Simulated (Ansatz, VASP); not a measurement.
**Pb in VASP and in Ansatz**

Contents of INCAR:

```
SYSTEM = Pb
ALGO = Normal
EDIFF = 1E-7
ENCUT = 520
GGA = PE
ISIF = 2
ISMEAR = -1
LASPH = .True.
LCHARG = .True.
LELF = .True.
LREAL = .False.
LVHAR = .True.
LWAVE = .False.
NBANDS = 21
NELM = 80
PREC = Accurate
SIGMA = 0.05
```

File KPOINTS:

```
k-points
0
Gamma
  12 12 7
  0 0 0
```

The input POSCAR:

```
Pb
1.0
    3.4800006906      0.0522000104      0.0522000104
   -1.6947938102      2.9876689980      0.0191065299
    0.0838500000      0.0838500000      5.5900000000
Pb
2
Direct
    0.3333333333      0.6666666667      0.2500000000
    0.6666666667      0.3333333333      0.7500000000
```

Input for Ansatz:

```yaml
crystal:
  lattice:
    - [3.4800006906, 0.0522000104, 0.0522000104]
    - [-1.6947938102, 2.987668998, 0.0191065299]
    - [0.08385, 0.08385, 5.59]
  atoms:
    - { symbol: Pb, position: [0.3333333333, 0.6666666667, 0.25] }
    - { symbol: Pb, position: [0.6666666667, 0.3333333333, 0.75] }
kpoints:
  mp_grid: { grid: [12, 12, 7] }
  band_path:
    path:
      - [0.0, 0.0, 0.0]
      - [0.0, -0.5, 0.0]
      - [0.0, 0.0, 0.5]
      - [0.0, 0.0, 0.0]
      - [-0.5, 0.0, 0.0]
      - [-0.5, 0.5, -0.5]
      - [0.0, 0.0, 0.0]
      - [-0.5, 0.0, -0.5]
      - [-0.5, 0.5, 0.0]
    npoints: 5
scf:
  occupations: { method: fermi_dirac, width: 0.05 }
hamiltonian:
  xc: pbe
  pseudopotentials: { kind: all_electron, lapw: { basis_error: 0.0005 } }
output:
  forces: true
  stress: true
  eigenvalues: true
```

Change from the starting cell: equal xy, yz and zx shear strains of +3 %.

Alike in both runs: task single point; functional PBE; k mesh 12 × 12 × 7; occupations fermi-dirac, width 0.05 eV; no spin polarisation.

|  | VASP | Ansatz |
| --- | --- | --- |
| version | VASP 6.6.1 | Ansatz 0.2.0 |
| potentials or method | VASP PAW PBE potentials, release 64 (Pb_d), cutoff 520 eV | all-electron LAPW, scalar-relativistic |

```tsv
	VASP	Ansatz	Ansatz less VASP
pressure (GPa)	4.1	4.1	+0.07
traceless stress, the component that is largest in VASP (GPa)	0.45	0.43	-0.019
rms of the force components (eV/Å)	0.007	0.007	+0.0001
```

Atom by atom the forces differ by 0.000 eV/Å (rms over components). Ansatz ran all-electron here, and VASP with PAW potentials.

Spin-orbit coupling is off throughout.
